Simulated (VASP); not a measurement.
A run of VASP 6.6.1:

The input INCAR:

```
SYSTEM = Hf4Si
  PREC = Accurate
  ENCUT = 520
  EDIFF = 1E-6
  ISMEAR = 0
  SIGMA = 0.2
  LREAL = .FALSE.
  LASPH = .TRUE.
  NELM = 80
  ALGO = Fast
  ISIF = 2
  LWAVE = .FALSE.
  LCHARG = .FALSE.
  GGA = PE
  NBANDS = 55
```

The input KPOINTS:

```
Automatic mesh
0
G
  4 4 4
  0 0 0
```

The input POSCAR:

```
Hf4Si
1.0
    0.0000000000      0.0000000000      5.5218923897
    6.2510340338      0.0000000000      0.0000000000
    0.0000000000      6.2510340338      0.0000000000
Hf Si
8 2
Direct
    0.7476039709      0.6619863403      0.1619863403
    0.7476039709      0.8380136597      0.6619863403
    0.2523960291      0.3380136597      0.1619863403
    0.2523960291      0.6619863403      0.8380136597
    0.7476039709      0.1619863403      0.3380136597
    0.2523960291      0.8380136597      0.3380136597
    0.2523960291      0.1619863403      0.6619863403
    0.7476039709      0.3380136597      0.8380136597
    0.0000000000      0.5000000000      0.5000000000
    0.0000000000      0.0000000000      0.0000000000
```

Potentials or basis: VASP PAW PBE potentials, release 64 (Hf_pv, Si).

The run is started by

```bash
$ cat potpaw_PBE.64/Hf_pv/POTCAR potpaw_PBE.64/Si/POTCAR > POTCAR
$ mpirun -np 1 vasp_std > vasp.out
```

Hardware: 1 thread of Intel Xeon 8259CL, on a shared host.

**Question.** Estimate the wall time of this run.

**Answer.** It took 7.5 min on 1 thread of Intel Xeon 8259CL (shared host), peak memory 0.39 GiB. Counts: scf iterations 17, k points 18.
